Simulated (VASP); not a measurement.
# Ti2O (P-3m1) in VASP: vibrations by perturbation theory with LDA

Aim: the vibrations by perturbation theory of Ti2O with LDA.

All numbers are computed with VASP 6.6.1; they aren't measurements. Logs are shortened: lines on timing, memory, paths and dates and some standing lists are left out, and cuts for length are marked.

## Step 1: The cell of the first run

The structure is trigonal, space group P-3m1 (No. 164). Conventional cell: a = 2.902 Å, b = 2.902 Å, c = 4.636 Å, α = 90.00°, β = 90.00°, γ = 120.00°. Ti (site symmetry 3m) has 3 O at 2.07 Å and 12 Ti at 2.77 to 2.95 Å within 3.0 Å. O (site symmetry -3m) has 6 Ti at 2.07 Å within 2.7 Å.

## Step 2: Vibrations by perturbation theory, LDA

Contents of INCAR:

```
SYSTEM = Ti2O
ALGO = Normal
EDIFF = 1E-8
ENCUT = 520
GGA = CA
IBRION = 8
ISIF = 2
ISMEAR = -1
LASPH = .TRUE.
LCHARG = .FALSE.
LREAL = .FALSE.
LWAVE = .FALSE.
NELM = 80
NSW = 1
PREC = Accurate
SIGMA = 0.15
```

Contents of KPOINTS:

```
k-points
0
G
  18 18 10
  0 0 0
```

Contents of POSCAR:

```
Ti2O
1.0
    2.9018926332      0.0000000000      0.0000000000
   -1.4509463166      2.5131127394      0.0000000000
    0.0000000000      0.0000000000      4.6359126801
Ti O
2 1
Direct
    0.6666666667      0.3333333333      0.2616695888
    0.3333333333      0.6666666667      0.7383304112
    0.0000000000      0.0000000000      0.0000000000
```

Potentials or basis: VASP PAW LDA potentials, release 64 (Ti_sv, O).

The run is started by

```bash
$ cat potpaw_LDA.64/Ti_sv/POTCAR potpaw_LDA.64/O/POTCAR > POTCAR
$ mpirun -np 1 vasp_std > vasp.out
```

OUTCAR:

```text
SYSTEM = Ti2O
   EDIFF = 1E-8
   ENCUT = 520
   GGA = CA
   IBRION = 8
   ISIF = 2
   ISMEAR = -1
   LASPH = .TRUE.
   LREAL = .FALSE.
   NELM = 80
   NSW = 1
   PREC = Accurate

 ion  position               nearest neighbor table
   1  0.667  0.333  0.262-   3 2.07   3 2.07   3 2.07   2 2.77   2 2.77   2 2.77
   2  0.333  0.667  0.738-   3 2.07   3 2.07   3 2.07   1 2.77   1 2.77   1 2.77
   3  0.000  0.000  0.000-   1 2.07   2 2.07   2 2.07   1 2.07   1 2.07   2 2.07

  LATTYP: Found a hexagonal cell.
 ALAT       =     2.9018926332
 C/A-ratio  =     1.5975479682

  Lattice vectors:

 A1 = (   2.9018926332,   0.0000000000,   0.0000000000)
 A2 = (  -1.4509463166,   2.5131127394,   0.0000000000)
 A3 = (   0.0000000000,   0.0000000000,   4.6359126801)

Analysis of symmetry for initial positions (statically):
=====================================================================
 Subroutine PRICEL returns:
 Original cell was already a primitive cell.

 Routine SETGRP: Setting up the symmetry group for a
 hexagonal supercell.

 Subroutine GETGRP returns: Found 12 space group operations
 (whereof 12 operations were pure point group operations)
 out of a pool of 24 trial point group operations.

The static configuration has the point symmetry D_3d.

Analysis of symmetry for dynamics (positions and initial velocities):
=====================================================================
 Subroutine PRICEL returns:
 Original cell was already a primitive cell.

 Routine SETGRP: Setting up the symmetry group for a
 hexagonal supercell.

 Subroutine GETGRP returns: Found 12 space group operations
 (whereof 12 operations were pure point group operations)
 out of a pool of 24 trial point group operations.

The dynamic configuration has the point symmetry D_3d.

 Subroutine INISYM returns: Found 12 space group operations
 (whereof 12 operations are pure point group operations),
 and found     1 'primitive' translations

----------------------------------------------------------------------------------------

                                     Primitive cell

  volume of cell :      33.8087

  direct lattice vectors                    reciprocal lattice vectors
     2.901892633  0.000000000  0.000000000     0.344602687  0.198956454  0.000000000
    -1.450946317  2.513112739  0.000000000     0.000000000  0.397912909  0.000000000
     0.000000000  0.000000000  4.635912680     0.000000000  0.000000000  0.215707255

  length of vectors
     2.901892633  2.901892633  4.635912680     0.397912909  0.397912909  0.215707255

  position of ions in fractional coordinates (direct lattice)
     0.666666667  0.333333333  0.261669589
     0.333333333  0.666666667  0.738330411
     0.000000000  0.000000000  0.000000000

  ion indices of the primitive-cell ions
   primitive index   ion index
                 1           1
                 2           2
                 3           3

----------------------------------------------------------------------------------------

 KPOINTS: k-points

Automatic generation of k-mesh.
 Grid dimensions read from file:
 generate k-points for:   18   18   10

 Generating k-lattice:

  Cartesian coordinates                     Fractional coordinates (reciprocal lattice)
     0.019144594  0.011053136  0.000000000     0.055555556  0.000000000  0.000000000
     0.000000000  0.022106273  0.000000000     0.000000000  0.055555556  0.000000000
     0.000000000  0.000000000  0.021570726     0.000000000  0.000000000  0.100000000

  Length of vectors
     0.022106273  0.022106273  0.021570726

  Shift w.r.t. Gamma in fractional coordinates (k-lattice)
     0.000000000  0.000000000  0.000000000

 Subroutine IBZKPT returns following result:
 ===========================================

 Found    330 irreducible k-points:

 Following reciprocal coordinates:
            Coordinates               Weight
  0.000000  0.000000  0.000000      1.000000
  0.055556  0.000000  0.000000      6.000000
  0.111111  0.000000  0.000000      6.000000
  0.166667 -0.000000  0.000000      6.000000
  0.222222 -0.000000  0.000000      6.000000
  0.277778 -0.000000  0.000000      6.000000
[... 38 lines left out ...]
   LREAL  =      F    real-space projection
   EDIFFG = 0.1E-06   stopping-criterion for IOM
   NSW    =      1    number of steps for IOM
   IBRION =      8    ionic relax: 0-MD 1-quasi-New 2-CG
   NFREE  =      0    steps in history (QN), initial steepest desc. (CG)
   ISIF   =      2    stress and relaxation
   ISYM   =      2    0-nonsym 1-usesym 2-fastsym
   POTIM  = 0.5000    time-step for ionic-motion
   TEBEG  =    0.0;   TEEND  =   0.0 temperature during run
   PSTRESS=    0.0 pullay stress
   NELECT =      30.0000    total number of electrons
   NUPDOWN=      -1.0000    fix difference up-down
   EMIN   =  10.00;   EMAX   =-10.00  energy-range for DOS
   EFERMI =   0.00;   METHOD = LEGACY
   ISMEAR =    -1;   SIGMA  =   0.15  broadening in eV -4-tet -1-fermi 0-gaus
   EFERMI_NEDOS =   21; number of points for ismear=-14 and -15
   IALGO  =     38    algorithm
   IMIX   =      4    mixing-type and parameters
     AMIX     =   0.40;   BMIX     =  1.00
     AMIX_MAG =   1.60;   BMIX_MAG =  1.00
  volume/ion in A,a.u.               =      11.27        76.05
  Fermi-wavevector in a.u.,A,eV,Ry     =   1.573158  2.972838 33.672061  2.474827
  Thomas-Fermi vector in A             =   2.674485
   LORBIT       =      0    0 simple, 1 ext, 2 COOP (PROOUT), +10 PAW based schemes
   GGA     = CA    functional components
   LHFCALC =     F    Hartree Fock is set to
   AEXX    =    0.0000 exact exchange contribution
   IVDW    =     0    specifies the selected vdW correction
   LEPSILON=     F    determine dielectric tensor
   LRPA    =     F    only Hartree local field effects (RPA)
 non-spin polarized calculation
  energy-cutoff  :      520.00
  volume of cell :       33.81
 maximum number of plane-waves:       942
 NGX is ok and might be reduce to    24
   NGX = 11   NGY = 11   NGZ = 17

--------------------------------------- Ionic step        1  -------------------------------------------

 number of electron      29.9999995 magnetization

 Free energy of the ion-electron system (eV)
  ---------------------------------------------------
  ext. energy  EPLUGINS =         0.00000000
  ---------------------------------------------------
  free energy    TOTEN  =       -28.76700845 eV

  energy without entropy =      -28.66793887  energy(sigma->0) =      -28.71747366

 E-fermi :  10.5392     XC(G=0): -13.0369

 val. band max:       10.5352891925   @ k =   0.2778   0.1667   0.4000
 cond. band min:      10.5446750098   @ k =   0.0556   0.0000   0.4000
 fundamental gap:      0.0093858173
 Fermi energy:        10.5392112313

 k-point     1 :       0.0000    0.0000    0.0000
  band No.  band energies     occupation
      1     -45.8521      2.00000
      2     -45.6731      2.00000
      3     -23.0373      2.00000
      4     -22.1816      2.00000
      5     -22.1816      2.00000
      6     -22.0761      2.00000
[... 505 lines left out ...]
      6     -22.4119      2.00000
[... 11 lines left out ...]
     18      13.2371      0.00000
     19      13.5178      0.00000

 [... further k-points ...]

------------------------ aborting loop because EDIFF is reached ----------------------------------------

  FORCE on cell =-STRESS in cart. coord.  units (eV):
  Direction    XX          YY          ZZ          XY          YZ          ZX
  --------------------------------------------------------------------------------------
  -------------------------------------------------------------------------------------
  Total        1.4347854      1.4347854      1.4290304      0.0000000      0.0000000      0.0000000
  in kB       67.9937481     67.9937481     67.7210208      0.0000000      0.0000000      0.0000000
  external PRESSURE =      67.9028390 kB  Pullay stress =       0.0000000 kB

 VOLUME and BASIS-vectors are now :
 -----------------------------------------------------------------------------
  energy-cutoff  :      520.00
  volume of cell :       33.81
      direct lattice vectors                 reciprocal lattice vectors
     2.901892633  0.000000000  0.000000000     0.344602687  0.198956454  0.000000000
    -1.450946317  2.513112739  0.000000000     0.000000000  0.397912909  0.000000000
     0.000000000  0.000000000  4.635912680     0.000000000  0.000000000  0.215707255

 POSITION                                       TOTAL-FORCE (eV/Angst)
 -----------------------------------------------------------------------------------
      1.45095      0.83770      1.21308        -0.000000      0.000000      0.063595
     -0.00000      1.67541      3.42284         0.000000     -0.000000     -0.063595
      0.00000      0.00000      0.00000        -0.000000      0.000000      0.000000
 -----------------------------------------------------------------------------------
    total drift:                                0.000000     -0.000000     -0.000000

  FREE ENERGIE OF THE ION-ELECTRON SYSTEM (eV)
  ---------------------------------------------------
  free  energy   TOTEN  =       -28.7670084549 eV

  energy  without entropy=      -28.6679388723  energy(sigma->0) =      -28.71747366

[... ionic steps 2 to 9 ...]

--------------------------------------- Ionic step       10  -------------------------------------------

------------------------ aborting loop because EDIFF is reached ----------------------------------------

[... ionic steps 11 to 11 ...]

--------------------------------------- Ionic step       12  -------------------------------------------

 Free energy of the ion-electron system (eV)
  ---------------------------------------------------
  ---------------------------------------------------
  free energy    TOTEN  =        -0.37559990 eV

  energy without entropy =       -0.37559989

------------------------ aborting loop because EDIFF is reached ----------------------------------------

 INTERNAL STRAIN TENSOR  FOR ION    3  DIRECTION 3   (eV/Angst):
 -----------------------------------------------------------------------------
     0.01898  0.00000 -0.00000
     0.00000  0.01898  0.00000
     0.00000 -0.00000 -0.01697

 INTERNAL STRAIN TENSOR FOR ION    3 for displacements in x,y,z  (eV/Angst):
          X           Y           Z          XY          YZ          ZX
  --------------------------------------------------------------------------------
  x     0.00000     0.00000     0.00000     0.00000     0.00000     0.00000
  y     0.00000     0.00000     0.00000     0.00000     0.00000     0.00000
  z     0.00000     0.00000     0.00000     0.00000     0.00000     0.00000

 SECOND DERIVATIVES (NOT SYMMETRIZED)
 ------------------------------------
               1X          1Y          1Z          2X          2Y          2Z          3X          3Y          3Z
  1X    -5.780934    0.000000    0.000000   -0.399056    0.000000    0.000000    6.179990    0.000000    0.000000
  1Y     0.000000   -5.780934    0.000000    0.000000   -0.399056    0.000000   -0.000000    6.179990    0.000000
  1Z     0.000000   -0.000000  -13.035511   -0.000000   -0.000000    5.333313    0.000000    0.000000    7.702198
  2X    -0.399056    0.000000    0.000000   -5.780934    0.000000    0.000000    6.179990    0.000000    0.000000
  2Y     0.000000   -0.399056    0.000000    0.000000   -5.780934    0.000000   -0.000000    6.179990    0.000000
  2Z    -0.000000   -0.000000    5.333313    0.000000   -0.000000  -13.035511    0.000000    0.000000    7.702198
  3X     6.167757    0.000000    0.000000    6.167757    0.000000    0.000000  -12.335513    0.000000    0.000000
  3Y     0.000000    6.167757    0.000000    0.000000    6.167757    0.000000    0.000000  -12.335513    0.000000
  3Z     0.000000    0.000000    7.703222    0.000000    0.000000    7.703222    0.000000    0.000000  -15.406444

 Eigenvectors and eigenvalues of the dynamical matrix
 ----------------------------------------------------

   1 f  =   16.572535 THz   104.128307 2PiTHz  552.800257 cm-1    68.538466 meV
             X         Y         Z           dx          dy          dz
      1.450946  0.837704  1.213077     0.000000   -0.000000   -0.267533
     -0.000000  1.675408  3.422835     0.000000   -0.000000   -0.267533
      0.000000  0.000000  0.000000    -0.000000    0.000000    0.925663
[... 43 lines left out ...]
   9 f/i=    0.005150 THz     0.032359 2PiTHz    0.171790 cm-1     0.021299 meV
             X         Y         Z           dx          dy          dz
      1.450946  0.837704  1.213077     0.611983    0.231890    0.000000
     -0.000000  1.675408  3.422835     0.611983    0.231890    0.000000
      0.000000  0.000000  0.000000     0.354122    0.134183    0.000000

--------------------------------------------------------------------------------------------------------

 ELASTIC MODULI CONTR FROM IONIC RELAXATION (kBar)
 Direction    XX          YY          ZZ          XY          YZ          ZX
 --------------------------------------------------------------------------------
 XX        -301.1081   -288.0479    117.4380     -0.0000    -41.1513     -0.0000
 YY        -288.0479   -301.1081    117.4380     -0.0000     41.1513     -0.0000
 ZZ         117.4380    117.4380    -46.8184      0.0000      0.0000      0.0000
 XY          -0.0000     -0.0000      0.0000     -6.5301     -0.0000    -61.9719
 YZ         -41.1513     41.1513      0.0000     -0.0000   -259.3274     -0.0000
 ZX          -0.0000     -0.0000      0.0000    -61.9719     -0.0000   -588.1261
 --------------------------------------------------------------------------------
```

Run time: 1.9 h. Hardware: 1 thread of Oxide Virtual Turin-like, shared host; peak memory 1.9 GiB.

What came out:

* Highest phonon frequency at Γ, LO-TO splitting left out: 553 cm⁻¹

Phonon frequencies in cm⁻¹ (negative: imaginary):
```csv
q point,frequencies
"(0.000, 0.000, 0.000)",0 0 0 175 175 323 495 495 553
```

Caveat: the cell stands under pressure or tension, which shifts response properties.
